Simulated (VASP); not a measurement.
# InSb (I-4m2) in VASP: further runs

Runs on InSb. Level: PBE. Tasks: single point, relaxation of cell and atoms.

Everything below comes from runs of VASP 6.6.1. Logs are shortened: lines on timing, memory, paths and dates and some standing lists are left out, and cuts for length are marked.

## Step 1: The cell of the first run

Symmetry: I-4m2, No. 119, tetragonal system. Conventional cell: a = 5.916 Å, b = 5.916 Å, c = 3.236 Å, α = 90.00°, β = 90.00°, γ = 90.00°. In (site symmetry -4m2) has 8 Sb at 3.07 to 3.83 Å and 2 In at 3.24 Å within 4.0 Å. Sb (site symmetry -4m2) has 8 In at 3.07 to 3.83 Å and 2 Sb at 3.24 Å within 4.0 Å.

## Step 2: Single point, PBE

INCAR reads:

```
SYSTEM = InSb
PREC = Accurate ; ENCUT = 520
EDIFF = 1E-6 ; ISMEAR = 0
SIGMA = 0.1 ; LREAL = .False.
LASPH = .True. ; NELM = 80
ALGO = Normal ; ISIF = 2
LWAVE = .False. ; LCHARG = .True.
GGA = PE ; LELF = .True.
LVHAR = .True. ; NBANDS = 16
```

KPOINTS reads:

```
regular mesh
0
Gamma
  14 14 14
  0 0 0
```

POSCAR reads:

```
InSb
1.0
   -2.9581623212      2.9581623212      1.6177544584
    2.9581623212     -2.9581623212      1.6177544584
    2.9581623212      2.9581623212     -1.6177544584
In Sb
1 1
Direct
    0.2500000000      0.7500000000      0.5000000000
    0.0000000000      0.0000000000      0.0000000000
```

Potentials or basis: VASP PAW PBE potentials, release 64 (In_d, Sb).

Started as:

```sh
cat potpaw_PBE.64/In_d/POTCAR potpaw_PBE.64/Sb/POTCAR > POTCAR
mpirun -np 1 vasp_std > vasp.out
```

OUTCAR:

```text
SYSTEM = InSb
   PREC = Accurate
   ENCUT = 520
   EDIFF = 1E-6
   ISMEAR = 0
   LREAL = .False.
   LASPH = .True.
   NELM = 80
   ISIF = 2
   GGA = PE

 ion  position               nearest neighbor table
   1  0.250  0.750  0.500-   2 3.07   2 3.07   2 3.07   2 3.07   2 3.83   2 3.83   2 3.83   2 3.83

   2  0.000  0.000  0.000-   1 3.07   1 3.07   1 3.07   1 3.07   1 3.83   1 3.83   1 3.83   1 3.83

  LATTYP: Found a body centered tetragonal cell.
 ALAT       =     5.9163246424
 C/A-ratio  =     0.5468781908

  Lattice vectors:

 A1 = (  -2.9581623212,   2.9581623212,   1.6177544584)
 A2 = (   2.9581623212,  -2.9581623212,   1.6177544584)
 A3 = (   2.9581623212,   2.9581623212,  -1.6177544584)

Analysis of symmetry for initial positions (statically):
=====================================================================
 Subroutine PRICEL returns:
 Original cell was already a primitive cell.

 Routine SETGRP: Setting up the symmetry group for a
 body centered tetragonal supercell.

 Subroutine GETGRP returns: Found  8 space group operations
 (whereof  8 operations were pure point group operations)
 out of a pool of 16 trial point group operations.

The static configuration has the point symmetry D_2d.

Analysis of symmetry for dynamics (positions and initial velocities):
=====================================================================
 Subroutine PRICEL returns:
 Original cell was already a primitive cell.

 Routine SETGRP: Setting up the symmetry group for a
 body centered tetragonal supercell.

 Subroutine GETGRP returns: Found  8 space group operations
 (whereof  8 operations were pure point group operations)
 out of a pool of 16 trial point group operations.

The dynamic configuration has the point symmetry D_2d.

 Subroutine INISYM returns: Found  8 space group operations
 (whereof  8 operations are pure point group operations),
 and found     1 'primitive' translations

----------------------------------------------------------------------------------------

                                     Primitive cell

  volume of cell :      56.6261

  direct lattice vectors                    reciprocal lattice vectors
    -2.958162321  2.958162321  1.617754458     0.000000000  0.169023855  0.309070389
     2.958162321 -2.958162321  1.617754458     0.169023855  0.000000000  0.309070389
     2.958162321  2.958162321 -1.617754458     0.169023855  0.169023855  0.000000000
[... 77 lines left out ...]
   ICHARG =      2    charge: 1-file 2-atom 10-const
   ISPIN  =      1    spin polarized calculation?
   LNONCOLLINEAR =      F non collinear calculations
   LSORBIT =      F    spin-orbit coupling
   LASPH  =      T    aspherical Exc in radial PAW
   ENCUT  =  520.0 eV  38.22 Ry    6.18 a.u.   8.34  8.34  8.34*2*pi/ulx,y,z
   NELM   =     80;   NELMIN=  2; NELMDL= -5     # of ELM steps
   EDIFF  = 0.1E-05   stopping-criterion for ELM
   LREAL  =      F    real-space projection
   EDIFFG = 0.1E-04   stopping-criterion for IOM
   NSW    =      0    number of steps for IOM
   IBRION =     -1    ionic relax: 0-MD 1-quasi-New 2-CG
   NFREE  =      0    steps in history (QN), initial steepest desc. (CG)
   ISIF   =      2    stress and relaxation
   ISYM   =      2    0-nonsym 1-usesym 2-fastsym
   POTIM  = 0.5000    time-step for ionic-motion
   TEBEG  =    0.0;   TEEND  =   0.0 temperature during run
   PSTRESS=    0.0 pullay stress
   NELECT =      18.0000    total number of electrons
   NUPDOWN=      -1.0000    fix difference up-down
   EMIN   =  10.00;   EMAX   =-10.00  energy-range for DOS
   EFERMI =   0.00;   METHOD = LEGACY
   ISMEAR =     0;   SIGMA  =   0.10  broadening in eV -4-tet -1-fermi 0-gaus
   EFERMI_NEDOS =   21; number of points for ismear=-14 and -15
   IALGO  =     38    algorithm
   IMIX   =      4    mixing-type and parameters
     AMIX     =   0.40;   BMIX     =  1.00
     AMIX_MAG =   1.60;   BMIX_MAG =  1.00
  volume/ion in A,a.u.               =      28.31       191.07
  Fermi-wavevector in a.u.,A,eV,Ry     =   1.117275  2.111344 16.984203  1.248304
  Thomas-Fermi vector in A             =   2.253896
   LORBIT       =      0    0 simple, 1 ext, 2 COOP (PROOUT), +10 PAW based schemes
   GGA     = PE    functional components
   LHFCALC =     F    Hartree Fock is set to
   AEXX    =    0.0000 exact exchange contribution
   IVDW    =     0    specifies the selected vdW correction
   LEPSILON=     F    determine dielectric tensor
   LRPA    =     F    only Hartree local field effects (RPA)
 non-spin polarized calculation
 Gauss-broadening in eV      SIGMA  =   0.10
  energy-cutoff  :      520.00
  volume of cell :       56.63
 maximum number of plane-waves:      1542
 NGX is ok and might be reduce to    36
   NGX = 17   NGY = 17   NGZ = 17

 number of electron      18.0000001 magnetization

 Free energy of the ion-electron system (eV)
  ---------------------------------------------------
  ext. energy  EPLUGINS =         0.00000000
  ---------------------------------------------------
  free energy    TOTEN  =        -6.69550726 eV

  energy without entropy =       -6.69040139  energy(sigma->0) =       -6.69295433

 E-fermi :   7.0873     XC(G=0):  -9.8705

 val. band max:        7.0678031823   @ k =   0.5000   0.2857  -0.0000
 cond. band min:       7.0897793683   @ k =  -0.1429  -0.2143   0.0714
 fundamental gap:      0.0219761861
 Fermi energy:         7.0873097511

 k-point     1 :       0.0000    0.0000    0.0000
  band No.  band energies     occupation
      1      -7.6658      2.00000
      2      -7.4402      2.00000
      3      -7.4366      2.00000
      4      -7.3555      2.00000
      5      -7.3555      2.00000
      6      -4.1706      2.00000
[... 433 lines left out ...]
      3      -7.4469      2.00000
      4      -7.3926      2.00000
      5      -7.3003      2.00000
      6      -1.4979      2.00000
[... 8 lines left out ...]
     15      14.6999      0.00000
     16      16.1832      0.00000

 [... further k-points ...]
[... 5 lines left out ...]
  --------------------------------------------------------------------------------------
  -------------------------------------------------------------------------------------
  Total       -0.0066681     -0.0066681     -0.0156228      0.0000000     -0.0000000      0.0000000
  in kB       -0.1886672     -0.1886672     -0.4420311      0.0000000     -0.0000000      0.0000000
  external PRESSURE =      -0.2731218 kB  Pullay stress =       0.0000000 kB

 VOLUME and BASIS-vectors are now :
 -----------------------------------------------------------------------------
  energy-cutoff  :      520.00
  volume of cell :       56.63
      direct lattice vectors                 reciprocal lattice vectors
    -2.958162321  2.958162321  1.617754458     0.000000000  0.169023855  0.309070389
     2.958162321 -2.958162321  1.617754458     0.169023855  0.000000000  0.309070389
     2.958162321  2.958162321 -1.617754458     0.169023855  0.169023855  0.000000000

 POSITION                                       TOTAL-FORCE (eV/Angst)
 -----------------------------------------------------------------------------------
      2.95816     -0.00000      0.80888         0.000000     -0.000000      0.000000
      0.00000      0.00000      0.00000        -0.000000      0.000000     -0.000000
 -----------------------------------------------------------------------------------
    total drift:                               -0.000000      0.000000      0.000000

  FREE ENERGIE OF THE ION-ELECTRON SYSTEM (eV)
  ---------------------------------------------------
  free  energy   TOTEN  =        -6.6955072641 eV

  energy  without entropy=       -6.6904013943  energy(sigma->0) =       -6.69295433
```

OSZICAR:

```text
N       E                     dE             d eps       ncg     rms          rms(c)
DAV:   1     0.107007413280E+03    0.10701E+03   -0.81319E+03  7824   0.119E+03
DAV:   2    -0.448277912899E+00   -0.10746E+03   -0.10409E+03  8776   0.293E+02
DAV:   3    -0.657730188895E+01   -0.61290E+01   -0.60924E+01  9856   0.677E+01
DAV:   4    -0.672780807664E+01   -0.15051E+00   -0.15047E+00  9512   0.118E+01
DAV:   5    -0.673584936711E+01   -0.80413E-02   -0.80412E-02 11512   0.240E+00    0.316E+00
DAV:   6    -0.669809449842E+01    0.37755E-01   -0.77346E-02 10448   0.439E+00    0.173E+00
DAV:   7    -0.669555410329E+01    0.25404E-02   -0.21986E-02 10552   0.172E+00    0.414E-01
DAV:   8    -0.669544036998E+01    0.11373E-03   -0.22128E-03 10032   0.563E-01    0.141E-01
DAV:   9    -0.669551500341E+01   -0.74633E-04   -0.24153E-04 10616   0.126E-01    0.518E-02
DAV:  10    -0.669550841900E+01    0.65844E-05   -0.95021E-06 10072   0.245E-02    0.248E-02
DAV:  11    -0.669550725538E+01    0.11636E-05   -0.27677E-06 10216   0.179E-02    0.105E-02
DAV:  12    -0.669550726414E+01   -0.87539E-08   -0.24302E-07  5328   0.624E-03
   1 F= -.66955073E+01 E0= -.66929543E+01  d E =-.510587E-02
```

stdout:

```text
POSCAR found type information on POSCAR InSb
 POSCAR found :  2 types and       2 ions
 scaLAPACK will be used
 LDA part: xc-table for (Slater+PW92), standard interpolation
 POSCAR, INCAR and KPOINTS ok, starting setup
 FFT: planning ... GRIDC
 FFT: planning ... GRID_SOFT
 FFT: planning ... GRID
 WAVECAR not read
 entering main loop
```

Wall time 2.3 min (1 thread of Intel Xeon 6975P-C (Granite Rapids), shared host); peak memory 0.37 GiB.

Results:

| Quantity | Value |
| --- | --- |
| Free energy | -6.6955 eV |
| Pressure | 0.0 GPa |
| Band gap on the k mesh | zero (band 9 reaches 8.73 eV, above the bottom of band 10 at 4.75 eV) |

Caveat: spin-orbit coupling is left out, which moves the levels of the heavy elements.

## Step 3: Single point, PBE

INCAR reads:

```
SYSTEM = InSb
PREC     = Accurate       ! precision mode
ENCUT    = 520            ! plane-wave cutoff, eV
EDIFF    = 1E-7           ! SCF threshold, eV
ISMEAR   = 0              ! smearing method
SIGMA    = 0.15           ! smearing width, eV
LREAL    = .False.        ! projectors in reciprocal space
LASPH    = .True.         ! aspherical terms in the spheres
NELM     = 80             ! most SCF steps
ALGO     = Normal         ! electronic algorithm
ISIF     = 2              ! what is computed and relaxed
LWAVE    = .False.        ! write WAVECAR
LCHARG   = .False.        ! write CHGCAR
GGA      = PE             ! functional
NBANDS   = 16             ! bands
```

KPOINTS reads:

```
Automatic mesh
0
Gamma
  16 16 16
  0 0 0
```

POSCAR is that of step 2.

Potentials or basis: VASP PAW PBE potentials, release 64 (In_d, Sb).

Started as:

```sh
cat potpaw_PBE.64/In_d/POTCAR potpaw_PBE.64/Sb/POTCAR > POTCAR
mpirun -np 1 vasp_std > vasp.out
```

OUTCAR:

```text
SYSTEM = InSb
   PREC = Accurate
   ENCUT = 520
   EDIFF = 1E-7
   ISMEAR = 0
   LREAL = .False.
   LASPH = .True.
   NELM = 80
   ISIF = 2
   GGA = PE

 ion  position               nearest neighbor table
   1  0.250  0.750  0.500-   2 3.07   2 3.07   2 3.07   2 3.07   2 3.83   2 3.83   2 3.83   2 3.83

   2  0.000  0.000  0.000-   1 3.07   1 3.07   1 3.07   1 3.07   1 3.83   1 3.83   1 3.83   1 3.83

  LATTYP: Found a body centered tetragonal cell.
 ALAT       =     5.9163246424
 C/A-ratio  =     0.5468781908

  Lattice vectors:

 A1 = (  -2.9581623212,   2.9581623212,   1.6177544584)
 A2 = (   2.9581623212,  -2.9581623212,   1.6177544584)
 A3 = (   2.9581623212,   2.9581623212,  -1.6177544584)

Analysis of symmetry for initial positions (statically):
=====================================================================
 Subroutine PRICEL returns:
 Original cell was already a primitive cell.

 Routine SETGRP: Setting up the symmetry group for a
 body centered tetragonal supercell.

 Subroutine GETGRP returns: Found  8 space group operations
 (whereof  8 operations were pure point group operations)
 out of a pool of 16 trial point group operations.

[... 158 lines left out ...]
  ---------------------------------------------------
  free energy    TOTEN  =        -6.70043388 eV

  energy without entropy =       -6.69192491  energy(sigma->0) =       -6.69617939

 E-fermi :   7.1005     XC(G=0):  -9.8700

 val. band max:        7.0806697996   @ k =  -0.4375   0.4375   0.1250
 cond. band min:       7.1059562933   @ k =  -0.2500   0.1250   0.0000
 fundamental gap:      0.0252864937
 Fermi energy:         7.1004780268

 k-point     1 :       0.0000    0.0000    0.0000
  band No.  band energies     occupation
      1      -7.6733      2.00000
      2      -7.4458      2.00000
      3      -7.4423      2.00000
      4      -7.3624      2.00000
      5      -7.3624      2.00000
      6      -4.1668      2.00000
[... 433 lines left out ...]
      3      -7.4414      2.00000
      4      -7.3626      2.00000
      5      -7.3620      2.00000
      6      -4.1395      2.00000
[... 8 lines left out ...]
     15      16.1971      0.00000
     16      17.0861      0.00000

 [... further k-points ...]
[... 5 lines left out ...]
  --------------------------------------------------------------------------------------
  -------------------------------------------------------------------------------------
  Total        0.0540917      0.0540917     -0.0672281      0.0000000      0.0000000      0.0000000
  in kB        1.5304691      1.5304691     -1.9021513      0.0000000      0.0000000      0.0000000
  external PRESSURE =       0.3862623 kB  Pullay stress =       0.0000000 kB

 VOLUME and BASIS-vectors are now :
 -----------------------------------------------------------------------------
  energy-cutoff  :      520.00
  volume of cell :       56.63
      direct lattice vectors                 reciprocal lattice vectors
    -2.958162321  2.958162321  1.617754458     0.000000000  0.169023855  0.309070389
     2.958162321 -2.958162321  1.617754458     0.169023855  0.000000000  0.309070389
     2.958162321  2.958162321 -1.617754458     0.169023855  0.169023855  0.000000000

 POSITION                                       TOTAL-FORCE (eV/Angst)
 -----------------------------------------------------------------------------------
      2.95816     -0.00000      0.80888         0.000000      0.000000      0.000000
      0.00000      0.00000      0.00000        -0.000000     -0.000000     -0.000000
 -----------------------------------------------------------------------------------
    total drift:                               -0.000000      0.000000      0.000000

  FREE ENERGIE OF THE ION-ELECTRON SYSTEM (eV)
  ---------------------------------------------------
  free  energy   TOTEN  =        -6.7004338778 eV

  energy  without entropy=       -6.6919249094  energy(sigma->0) =       -6.69617939
```

OSZICAR:

```text
N       E                     dE             d eps       ncg     rms          rms(c)
DAV:   1     0.107069695621E+03    0.10707E+03   -0.81174E+03 11168   0.119E+03
DAV:   2    -0.562445499397E+00   -0.10763E+03   -0.10436E+03 12456   0.293E+02
DAV:   3    -0.658624893663E+01   -0.60238E+01   -0.59833E+01 14144   0.671E+01
DAV:   4    -0.673390446069E+01   -0.14766E+00   -0.14762E+00 13736   0.117E+01
DAV:   5    -0.674178643157E+01   -0.78820E-02   -0.78818E-02 16368   0.238E+00    0.316E+00
DAV:   6    -0.670318271914E+01    0.38604E-01   -0.77795E-02 15040   0.439E+00    0.173E+00
DAV:   7    -0.670050879761E+01    0.26739E-02   -0.23873E-02 15304   0.179E+00    0.402E-01
DAV:   8    -0.670037094044E+01    0.13786E-03   -0.25738E-03 14088   0.630E-01    0.142E-01
DAV:   9    -0.670044260200E+01   -0.71662E-04   -0.26649E-04 15488   0.151E-01    0.533E-02
DAV:  10    -0.670043502367E+01    0.75783E-05   -0.13695E-05 15512   0.355E-02    0.250E-02
DAV:  11    -0.670043382132E+01    0.12023E-05   -0.27752E-06 15144   0.190E-02    0.108E-02
DAV:  12    -0.670043387781E+01   -0.56486E-07   -0.21407E-07 12640   0.380E-03
   1 F= -.67004339E+01 E0= -.66961794E+01  d E =-.850897E-02
```

It took 16 min on 1 thread of AMD EPYC 7R13, shared host; peak memory 0.43 GiB.

Results:

- Free energy: -6.7004 eV
- Pressure: 0.0 GPa
- Band gap on the k mesh: zero (band 9 reaches 8.73 eV, above the bottom of band 10 at 4.53 eV)

Caveat: spin-orbit coupling is left out, which moves the levels of the heavy elements.

(Continued in part 2 of 2.)
